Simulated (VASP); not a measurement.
# GaN: single point with r2SCAN+rVV10

Crystal: GaN.

```
Ga N
1.0
     0.00000    2.26842    2.26842
     2.26842    0.00000    2.26842
     2.26842    2.26842    0.00000
Ga N
1 1
Cartesian
  0.0000 0.0000 0.0000
  1.1342 1.1342 1.1342
```

* Program: VASP 6.6.1
* Task: single point
* Functional: r2SCAN
* Dispersion: rVV10
* Potentials or basis: VASP PAW PBE potentials, release 64 (Ga_d, N)
* Cutoff: 520 eV
* k mesh: 10 × 10 × 10
* Occupations: fermi-dirac, width 0.05 eV
* Spin: no spin polarisation

```json
{"Pressure": "-4.9 GPa", "Band gap on the k mesh": "1.95 eV"}
```

Levels at points of the mesh, in eV from the valence-band top:
| k point | band 5 | band 6 | band 7 | band 8 | band 9 | band 10 | band 11 | band 12 | band 13 | band 14 |
| --- | --- | --- | --- | --- | --- | --- | --- | --- | --- | --- |
| (0.00, 0.00, 0.00) | -13.46 | -13.46 | 0.00 | 0.00 | 0.00 | 1.95 | 10.86 | 10.86 | 10.86 | 18.20 |
| (0.50, 0.00, 0.00) | -13.42 | -12.35 | -7.04 | -0.97 | -0.97 | 5.00 | 9.29 | 10.87 | 10.87 | 16.25 |
| (0.50, 0.50, 0.00) | -13.39 | -11.97 | -6.14 | -2.72 | -2.72 | 3.71 | 7.09 | 12.38 | 14.70 | 14.70 |

Run time: 39 s on 1 thread of Intel(R) Xeon(R) 6975P-C (Granite Rapids), with other jobs on the host, peak memory 0.22 GiB.

Caveat: the cell stands under tension; the PAW data sets were made with another functional, which shifts forces and pressure a little.
